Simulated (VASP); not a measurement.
A run of VASP 6.6.1:

File INCAR:

```
SYSTEM = La
  PREC = Accurate
  ENCUT = 600
  EDIFF = 1E-6
  ISMEAR = -1
  SIGMA = 0.05
  LREAL = .False.
  LASPH = .True.
  NELM = 60
  ALGO = Normal
  ISIF = 3
  LWAVE = .False.
  LCHARG = .False.
  GGA = PE
  IBRION = 2
  NSW = 32
  EDIFFG = -0.005
  PSTRESS = 650.0
```

File KPOINTS:

```
Automatic mesh
0
Gamma
  12 12 12
  0 0 0
```

POSCAR

```
La
1.0
    0.0000000000      2.8749032372      2.8749032372
    2.8749032372      0.0000000000      2.8749032372
    2.8749032372      2.8749032372      0.0000000000
La
2
Direct
   -0.1250000000     -0.1250000000     -0.1250000000
    0.1250000000      0.1250000000      0.1250000000
```

Potentials or basis: VASP PAW PBE potentials, release 64 (La).

Command:

```sh
$ cat potpaw_PBE.64/La/POTCAR > POTCAR
$ mpirun -np 1 vasp_std > vasp.out
```

Hardware: 1 thread of Oxide Virtual Turin-like Processor (shared host).

**Question.** Estimate the wall time of this run.

**Answer.** Wall time 4.5 min on 1 thread of Oxide Virtual Turin-like Processor (shared host), peak memory 0.2 GiB. Counts: scf iterations 27, k points 72, ion steps 3.
